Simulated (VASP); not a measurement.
# C (Cmme) in VASP: further runs, part 2 of 2

VASP 6.6.1. The steps go on from the part before.

**3. Single point, PBE+D3(BJ), collinear spin**

INCAR reads:

```
PREC = Accurate
ENCUT = 520
EDIFF = 1E-6
ISMEAR = 0
SIGMA = 0.1
LREAL = False
LASPH = True
NELM = 150
ALGO = Normal
ISIF = 2
LWAVE = False
LCHARG = True
ISPIN = 2
MAGMOM = 1 1 1 1
LORBIT = 11
GGA = PE
IVDW = 12
LELF = True
LVHAR = True
NBANDS = 20
```

KPOINTS reads:

```
Automatic mesh
0
Gamma
  12 12 4
```

POSCAR reads:

```
C
1.0
    1.2280479700     -2.1270618200      0.0000000000
    1.2280479700      2.1270618200      0.0000000000
    0.0000000000      0.0000000000      7.1732677600
C
4
Direct
    0.0833794600      0.9166205400      0.7531376000
    0.5833794600      0.4166205400      0.2468624000
    0.9166205400      0.0833794600      0.2468624000
    0.4166205400      0.5833794600      0.7531376000
```

Potentials or basis: VASP PAW PBE potentials, release 64 (C).

Command:

```console
cat potpaw_PBE.64/C/POTCAR > POTCAR
mpirun -np 1 vasp_std > vasp.out
```

OUTCAR:

```text
PREC = Accurate
   ENCUT = 520
   EDIFF = 1E-6
   ISMEAR = 0
   LREAL = False
   LASPH = True
   NELM = 150
   ISIF = 2
   ISPIN = 2
   LORBIT = 11
   GGA = PE
   IVDW = 12
 IVDW          = 12

 ion  position               nearest neighbor table
   1  0.083  0.917  0.753-   4 1.42   4 1.42   4 1.42
   2  0.583  0.417  0.247-   3 1.42   3 1.42   3 1.42
   3  0.917  0.083  0.247-   2 1.42   2 1.42   2 1.42
   4  0.417  0.583  0.753-   1 1.42   1 1.42   1 1.42

  LATTYP: Found a hexagonal cell.
 ALAT       =     2.4561135566
 C/A-ratio  =     2.9205765918

  Lattice vectors:

 A1 = (   1.2280479700,  -2.1270618200,   0.0000000000)
 A2 = (   1.2280479700,   2.1270618200,   0.0000000000)
 A3 = (   0.0000000000,   0.0000000000,   7.1732677600)

Analysis of symmetry for initial positions (statically):
=====================================================================
 Subroutine PRICEL returns:
 Original cell was already a primitive cell.

 Routine SETGRP: Setting up the symmetry group for a
 hexagonal supercell.

 Subroutine GETGRP returns: Found  8 space group operations
 (whereof  4 operations were pure point group operations)
 out of a pool of 24 trial point group operations.

The static configuration has the point symmetry C_2h.
 The point group associated with its full space group is D_2h.

Analysis of symmetry for dynamics (positions and initial velocities):
=====================================================================
 Subroutine PRICEL returns:
 Original cell was already a primitive cell.

 Routine SETGRP: Setting up the symmetry group for a
 hexagonal supercell.

 Subroutine GETGRP returns: Found  8 space group operations
 (whereof  4 operations were pure point group operations)
 out of a pool of 24 trial point group operations.

The dynamic configuration has the point symmetry C_2h.
 The point group associated with its full space group is D_2h.

Analysis of structural, dynamic, and magnetic symmetry:
=====================================================================
 Subroutine PRICEL returns:
 Original cell was already a primitive cell.

 Routine SETGRP: Setting up the symmetry group for a
 hexagonal supercell.

 Subroutine GETGRP returns: Found  8 space group operations
 (whereof  4 operations were pure point group operations)
 out of a pool of 24 trial point group operations.

The overall configuration has the point symmetry C_2h.
 The point group associated with its full space group is D_2h.

 Subroutine INISYM returns: Found  8 space group operations
 (whereof  4 operations are pure point group operations),
 and found     1 'primitive' translations

----------------------------------------------------------------------------------------

                                     Primitive cell

  volume of cell :      37.4751

  direct lattice vectors                    reciprocal lattice vectors
     1.228047970 -2.127061820  0.000000000     0.407150219 -0.235066041  0.000000000
     1.228047970  2.127061820  0.000000000     0.407150219  0.235066041  0.000000000
     0.000000000  0.000000000  7.173267760     0.000000000  0.000000000  0.139406479

  length of vectors
     2.456113557  2.456113557  7.173267760     0.470135453  0.470135453  0.139406479

  position of ions in fractional coordinates (direct lattice)
     0.083379460  0.916620540  0.753137600
     0.583379460  0.416620540  0.246862400
[... 83 lines left out ...]
   EDIFFG = 0.1E-04   stopping-criterion for IOM
   NSW    =      0    number of steps for IOM
   IBRION =     -1    ionic relax: 0-MD 1-quasi-New 2-CG
   NFREE  =      0    steps in history (QN), initial steepest desc. (CG)
   ISIF   =      2    stress and relaxation
   ISYM   =      2    0-nonsym 1-usesym 2-fastsym
   POTIM  = 0.5000    time-step for ionic-motion
   TEBEG  =    0.0;   TEEND  =   0.0 temperature during run
   PSTRESS=    0.0 pullay stress
   NELECT =      16.0000    total number of electrons
   NUPDOWN=      -1.0000    fix difference up-down
   EMIN   =  10.00;   EMAX   =-10.00  energy-range for DOS
   EFERMI =   0.00;   METHOD = LEGACY
   ISMEAR =     0;   SIGMA  =   0.10  broadening in eV -4-tet -1-fermi 0-gaus
   EFERMI_NEDOS =   21; number of points for ismear=-14 and -15
   IALGO  =     38    algorithm
   IMIX   =      4    mixing-type and parameters
     AMIX     =   0.40;   BMIX     =  1.00
     AMIX_MAG =   1.60;   BMIX_MAG =  1.00
  volume/ion in A,a.u.               =       9.37        63.22
  Fermi-wavevector in a.u.,A,eV,Ry     =   1.232728  2.329519 20.675669  1.519619
  Thomas-Fermi vector in A             =   2.367487
   LORBIT       =     11    0 simple, 1 ext, 2 COOP (PROOUT), +10 PAW based schemes
   GGA     = PE    functional components
   LHFCALC =     F    Hartree Fock is set to
   AEXX    =    0.0000 exact exchange contribution
   IVDW    =    12    specifies the selected vdW correction
   LEPSILON=     F    determine dielectric tensor
   LRPA    =     F    only Hartree local field effects (RPA)
 spin polarized calculation
 Gauss-broadening in eV      SIGMA  =   0.10
  energy-cutoff  :      520.00
  volume of cell :       37.48
 maximum number of plane-waves:      1028
   NGX =  9   NGY =  9   NGZ = 27

 number of electron      15.9999996 magnetization       0.0005935

 number of electron      15.9999996 magnetization      -0.0001007

 Free energy of the ion-electron system (eV)
  ---------------------------------------------------
  ext. energy  EPLUGINS =         0.00000000
  ---------------------------------------------------
  free energy    TOTEN  =       -36.86705377 eV

  energy without entropy =      -36.86601751  energy(sigma->0) =      -36.86653564

 E-fermi :   4.1762     XC(G=0):  -9.8830

 val. band max:        4.1652131425   @ k =   0.3333   0.3333   0.5000
 cond. band min:       4.1891595299   @ k =   0.3333   0.3333   0.5000
 fundamental gap:      0.0239463875
 Fermi energy:         4.1762335617

 spin component 1

 k-point     1 :       0.0000    0.0000    0.0000
  band No.  band energies     occupation
      1     -15.5118      1.00000
      2     -15.3364      1.00000
      3      -4.1593      1.00000
      4      -2.7802      1.00000
      5       1.1480      1.00000
      6       1.1538      1.00000
[... 541 lines left out ...]
     19      21.9729      0.00000
     20      22.8035      0.00000

 [... further k-points ...]

 spin component 2

 k-point     1 :       0.0000    0.0000    0.0000
  band No.  band energies     occupation
      1     -15.5119      1.00000
      2     -15.3365      1.00000
      3      -4.1594      1.00000
      4      -2.7803      1.00000
      5       1.1481      1.00000
      6       1.1539      1.00000
[... 541 lines left out ...]
     19      21.9731      0.00000
     20      22.8036      0.00000

 [... further k-points ...]

------------------------ aborting loop because EDIFF is reached ----------------------------------------

 Edisp (eV)   -0.57777

 E8    (eV) :    -0.1623

  FORCE on cell =-STRESS in cart. coord.  units (eV):
  Direction    XX          YY          ZZ          XY          YZ          ZX
  --------------------------------------------------------------------------------------
  -------------------------------------------------------------------------------------
  Total       1.27750     1.22637    -0.33797     0.00000     0.00000     0.00000
  in kB      54.61707    52.43113   -14.44920     0.00000     0.00000     0.00000
  external pressure =       30.87 kB  Pullay stress =        0.00 kB

 VOLUME and BASIS-vectors are now :
 -----------------------------------------------------------------------------
  energy-cutoff  :      520.00
  volume of cell :       37.48
      direct lattice vectors                 reciprocal lattice vectors
     1.228047970 -2.127061820  0.000000000     0.407150219 -0.235066041  0.000000000
     1.228047970  2.127061820  0.000000000     0.407150219  0.235066041  0.000000000
     0.000000000  0.000000000  7.173267760     0.000000000  0.000000000  0.139406479

 POSITION                                       TOTAL-FORCE (eV/Angst)
 -----------------------------------------------------------------------------------
      1.22805      1.77236      5.40246         0.000000      0.024171     -0.004879
      1.22805     -0.35471      1.77081         0.000000      0.024171      0.004879
      1.22805     -1.77236      1.77081         0.000000     -0.024171      0.004879
      1.22805      0.35471      5.40246         0.000000     -0.024171     -0.004879
 -----------------------------------------------------------------------------------
    total drift:                                0.000000     -0.000000      0.000000

  FREE ENERGIE OF THE ION-ELECTRON SYSTEM (eV)
  ---------------------------------------------------
  free  energy   TOTEN  =       -37.4448208712 eV

  energy  without entropy=      -37.4437846084  energy(sigma->0) =      -37.44430274

 total charge

# of ion       s       p       d       tot
------------------------------------------
    1        0.866   1.799   0.000   2.664
    2        0.866   1.799   0.000   2.664
    3        0.866   1.799   0.000   2.664
    4        0.866   1.799   0.000   2.664
--------------------------------------------------
tot          3.463   7.194   0.000  10.658

 magnetization (x)

# of ion       s       p       d       tot
------------------------------------------
    1        0.000   0.000   0.000   0.000
    2        0.000   0.000   0.000   0.000
    3        0.000   0.000   0.000   0.000
    4        0.000   0.000   0.000   0.000
--------------------------------------------------
tot          0.000   0.000   0.000   0.000
```

stdout:

```text
POSCAR found type information on POSCAR C
 POSCAR found :  1 types and       4 ions
 scaLAPACK will be used
 LDA part: xc-table for (Slater+PW92), standard interpolation
 POSCAR, INCAR and KPOINTS ok, starting setup
 FFT: planning ... GRIDC
 FFT: planning ... GRID_SOFT
 FFT: planning ... GRID
 WAVECAR not read
 entering main loop
```

Run time: 73 s. Hardware: 1 thread of Intel Xeon 6975P-C (Granite Rapids), shared host; peak memory 0.25 GiB.

Results:

```
Free energy                                           : -37.4448 eV
Pressure                                              : 3.1 GPa
Largest force                                         : 0.025 eV/Å
Net moment                                            : 0.00 μB per cell
Valence electrons inside the program's atomic spheres : C 2.66
Dispersion energy per atom                            : -0.144 eV
```

Forces in eV/Å, atoms in the order of the input:
```
C    0.000  0.024 -0.005
C    0.000  0.024  0.005
C    0.000 -0.024  0.005
C    0.000 -0.024 -0.005
```

Stress tensor (GPa, compression positive):
```
 5.46  0.00  0.00
 0.00  5.24  0.00
 0.00  0.00 -1.44
```

Caveat: the cell stands under pressure.
